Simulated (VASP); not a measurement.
A run of VASP 6.6.1 is set up as follows.

The input INCAR:

```
SYSTEM = Sn
PREC     = Accurate       ! precision mode
ENCUT    = 500            ! plane-wave cutoff, eV
EDIFF    = 1E-6           ! SCF threshold, eV
ISMEAR   = -1             ! smearing method
SIGMA    = 0.05           ! smearing width, eV
LREAL    = .False.        ! projectors in reciprocal space
LASPH    = .True.         ! aspherical terms in the spheres
NELM     = 120            ! most SCF steps
ALGO     = Normal         ! electronic algorithm
ISIF     = 2              ! what is computed and relaxed
LWAVE    = .False.        ! write WAVECAR
LCHARG   = .True.         ! write CHGCAR
LELF     = .True.         ! ELF
LVHAR    = .True.       
NBANDS   = 21             ! bands
GGA_COMPAT= .False.
```

KPOINTS

```
Automatic mesh
0
Gamma
  5 5 5
  0 0 0
```

POSCAR

```
Sn
1.0
    0.0000000000      3.2333430000      3.2333430000
    3.2333430000      0.0000000000      3.2333430000
    3.2333430000      3.2333430000      0.0000000000
Sn
2
Direct
    0.0000000000      0.0000000000      0.0000000000
    0.2500000000      0.2500000000      0.2500000000
```

Potentials or basis: VASP PAW LDA potentials, release 64 (Sn_d).

The run is started by

```console
$ cat potpaw_LDA.64/Sn_d/POTCAR > POTCAR
$ mpirun -np 1 vasp_std > vasp.out
```

(1) Predict the pressure.

(2) Predict the band gap on the k mesh.

## Answers

(1) 0.4 GPa.

(2) zero (band 14 reaches 5.58 eV, above the bottom of band 15 at 5.47 eV).

Caveat: spin-orbit coupling is left out, which moves the levels of the heavy elements.
